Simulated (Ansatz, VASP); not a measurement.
## Two plane-wave programs on SnTe

```
Sn Te
1.0
     0.00000    3.20385    3.10915
     3.20385    0.00000    3.10915
     3.20385    3.20385    0.00000
Sn Te
1 1
Direct
  0.00000 0.00000 0.00000
  0.50000 0.50000 0.50000
```

Change from the starting cell: strain +0.015 along x and y, -0.015 along z, atoms carried along.

Alike in both runs: task single point; functional PBE; k mesh 10 × 10 × 10; occupations gaussian, width 0.03 eV; no spin polarisation.

|  | VASP | Ansatz |
| --- | --- | --- |
| version | VASP 6.6.1 | Ansatz 0.2.0 |
| potentials or method | VASP PAW PBE potentials, release 64 (Sn_d, Te), cutoff 520 eV | scalar-relativistic, plane waves, PAW |
| valence electrons in the cell | 20 | 30 |

|  | VASP | Ansatz | Ansatz less VASP |
| --- | --- | --- | --- |
| gap on the k mesh at the Fermi level (eV) | 0.09 | 0.09 | -0.001 |
| least direct gap on the mesh (eV) | 0.09 | 0.09 | -0.001 |
| pressure (GPa) | 1.4 | 1.4 | +0.02 |
| traceless stress, the component that is largest in VASP (GPa) | 2.66 | 2.65 | -0.005 |

VASP's potentials hold 20 valence electrons a cell and Ansatz's 30, so a difference there can come from the potentials and not from the codes.

Spin-orbit coupling is off throughout.
